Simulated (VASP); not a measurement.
Input of a VASP 6.6.1 run:

File INCAR:

```
  PREC = Accurate
  ENCUT = 520
  EDIFF = 1E-8
  ISMEAR = 0
  SIGMA = 0.05
  LREAL = False
  LASPH = True
  NELM = 80
  ALGO = Normal
  ISIF = 2
  LWAVE = False
  LCHARG = False
  GGA = PE
  LEFG = True
  NBANDS = 36
```

The input KPOINTS:

```
Automatic mesh
0
Gamma
  8 8 8
```

POSCAR

```
CoSi
1.0
    4.4307937177      0.0000000000      0.0000000000
    0.0000000000      4.4307937177      0.0000000000
    0.0000000000      0.0000000000      4.4307937177
Co Si
4 4
Direct
    0.1450289809      0.1450289809      0.1450289809
    0.3549710191      0.8549710191      0.6450289809
    0.6450289809      0.3549710191      0.8549710191
    0.8549710191      0.6450289809      0.3549710191
    0.8431659221      0.8431659221      0.8431659221
    0.6568340779      0.1568340779      0.3431659221
    0.3431659221      0.6568340779      0.1568340779
    0.1568340779      0.3431659221      0.6568340779
```

Potentials or basis: VASP PAW PBE potentials, release 64 (Co, Si).

Launch:

```bash
$ cat potpaw_PBE.64/Co/POTCAR potpaw_PBE.64/Si/POTCAR > POTCAR
$ mpirun -np 1 vasp_std > vasp.out
```

Q: What does it give for the pressure?

A: -0.1 GPa.

Q: Predict the band gap on the k mesh.

A: Zero (bands 26 and 27 overlap by 0.21 eV).

Q: Estimate the largest force.

A: 0.004 eV/Å.

Forces in eV/Å, atoms in the order of the input:
```
Co   0.001  0.001  0.001
Co  -0.001 -0.001  0.001
Co   0.001 -0.001 -0.001
Co  -0.001  0.001 -0.001
Si   0.002  0.002  0.002
Si  -0.002 -0.002  0.002
Si   0.002 -0.002 -0.002
Si  -0.002  0.002 -0.002
```

Caveat: without QUAD_EFG the Cq values of the log hold for a quadrupole moment of 1 mb, not for the nuclei; the run has no spin polarisation, though such a crystal can be magnetic. Spin polarisation is off, so any magnetic state and its effect on volume and gap are missing.
